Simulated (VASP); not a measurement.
## B: single point with PBE

Crystal: B.

```
B
1.0
     2.44941    1.41417    4.17120
    -2.44941    1.41417    4.17120
     0.00000   -2.82833    4.17120
B
12
Direct
  0.00986 0.65443 0.00986
  0.00986 0.00986 0.65443
  0.65443 0.00986 0.00986
  0.34557 0.99014 0.99014
  0.99014 0.34557 0.99014
  0.99014 0.99014 0.34557
  0.22050 0.63176 0.22050
  0.22050 0.22050 0.63176
  0.63176 0.22050 0.22050
  0.36824 0.77950 0.77950
  0.77950 0.36824 0.77950
  0.77950 0.77950 0.36824
```

- Program: VASP 6.6.1
- Task: single point
- Functional: PBE
- Potentials or basis: VASP PAW PBE potentials, release 64 (B)
- Cutoff: 520 eV
- k mesh: 6 × 6 × 6
- Occupations: fermi-dirac, width 0.02 eV
- Spin: no spin polarisation

The pressure is 1.1 GPa and the largest force is 0.151 eV/Å. The band gap on the k mesh is 1.55 eV (least direct gap 1.93 eV).

Forces on the atoms (eV/Å):
```
B    0.041 -0.024  0.022
B    0.000  0.048  0.022
B   -0.041 -0.024  0.022
B    0.041  0.024 -0.022
B   -0.041  0.024 -0.022
B    0.000 -0.048 -0.022
B    0.130 -0.075  0.019
B    0.000  0.150  0.019
B   -0.130 -0.075  0.019
B    0.130  0.075 -0.019
B   -0.130  0.075 -0.019
B    0.000 -0.150 -0.019
```

Stress tensor (GPa, compression positive):
```
0.86 0.00 0.00
0.00 0.86 0.00
0.00 0.00 1.67
```

Levels at points of the mesh, in eV from the valence-band top:
| k point | band 16 | band 17 | band 18 | band 19 | band 20 | band 21 |
| --- | --- | --- | --- | --- | --- | --- |
| (0.00, 0.00, 0.00) | -0.80 | -0.80 | -0.36 | 1.57 | 4.58 | 4.58 |
| (0.50, 0.00, 0.00) | -1.91 | -1.67 | -0.55 | 2.01 | 3.29 | 3.72 |
| (0.50, 0.50, 0.00) | -2.55 | -2.09 | -1.90 | 1.55 | 2.75 | 2.91 |
| (0.50, 0.50, 0.50) | -1.83 | -1.83 | 0.00 | 2.74 | 2.85 | 2.85 |

Wall time 2.8 min on 1 thread of Intel Xeon 8259CL, on a shared host, peak memory 0.24 GiB.

A k mesh can miss the band edges.
